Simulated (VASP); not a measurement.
**HfN: single point with PBEsol**

Crystal: HfN.

```
Hf N
1.0
     0.00000    2.36583    2.36583
     2.36583    0.00000    2.36583
     2.36583    2.36583    0.00000
Hf N
1 1
Direct
  0.00000 0.00000 0.00000
  0.25000 0.25000 0.25000
```

- Program: VASP 6.6.1
- Task: single point
- Functional: PBEsol
- Potentials or basis: VASP PAW PBE potentials, release 64 (Hf_pv, N)
- Cutoff: 600 eV
- k mesh: 6 × 6 × 6
- Occupations: fermi-dirac, width 0.1 eV
- Spin: no spin polarisation

The pressure is 19.8 GPa and the band gap on the k mesh is zero (an odd number of electrons rules out a gap without spin polarisation).

Levels at points of the mesh, in eV from the Fermi level:
| k point | band 3 | band 4 | band 5 | band 6 | band 7 | band 8 | band 9 | band 10 | band 11 | band 12 |
| --- | --- | --- | --- | --- | --- | --- | --- | --- | --- | --- |
| (0.00, 0.00, 0.00) | -30.76 | -16.76 | -6.08 | -6.08 | -6.08 | -0.55 | 2.37 | 2.37 | 7.22 | 7.22 |
| (0.50, 0.00, 0.00) | -30.85 | -15.41 | -6.01 | -5.39 | -5.39 | 1.66 | 2.97 | 2.97 | 4.50 | 5.85 |
| (0.50, 0.50, 0.00) | -31.00 | -14.93 | -7.65 | -3.79 | -3.79 | -1.28 | 2.38 | 4.51 | 5.21 | 5.21 |

It took 7.2 s on 1 thread of AMD EPYC 7R13 Processor (Zen 3), with other jobs on the host, peak memory 0.13 GiB.

Caveat: the k points lie up to 0.38 Å⁻¹ apart, too coarse for converged energies and pressures of a metal; the PAW data sets were made with another functional, which shifts forces and pressure a little; spin-orbit coupling is left out, which moves the levels of the heavy elements.
